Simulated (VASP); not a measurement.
A run of VASP 6.6.1 is set up as follows.

File INCAR:

```
SYSTEM = C
PREC = Accurate ; ENCUT = 520
EDIFF = 1E-6 ; ISMEAR = 0
SIGMA = 0.05 ; LREAL = .False.
LASPH = .True. ; NELM = 100
ALGO = Normal ; ISIF = 2
LWAVE = .False. ; LCHARG = .False.
NBANDS = 21
```

KPOINTS

```
Automatic mesh
0
Gamma
  12 12 3
  0 0 0
```

File POSCAR:

```
C
1.0
   -1.2225127310     -2.1174541629      0.0000000000
    1.2225127310     -2.1174541629      0.0000000000
    0.0000000000      0.0000000000     10.9179937839
C
6
Direct
    1.0000000000      1.0000000000      0.7569048463
    0.3333333333      0.3333333333      0.1512994588
    0.6666666667      0.6666666667      0.4541021526
    1.0000000000      1.0000000000      0.4542756484
    0.3333333333      0.3333333333      0.7570783421
    0.6666666667      0.6666666667      0.1514729546
```

Potentials or basis: VASP PAW LDA potentials, release 64 (C).

Launch:

```console
$ cat potpaw_LDA.64/C/POTCAR > POTCAR
$ mpirun -np 1 vasp_std > vasp.out
```

Task: What does it give for the pressure?

Result: 0.6 GPa.

Task: Estimate the largest force.

Result: 0.028 eV/Å.

Stress tensor (GPa, compression positive):
```
 1.20  0.00  0.00
 0.00  1.20  0.00
 0.00  0.00 -0.49
```

Caveat: the cell differs from its parent crystal (the distance across one plane changed).
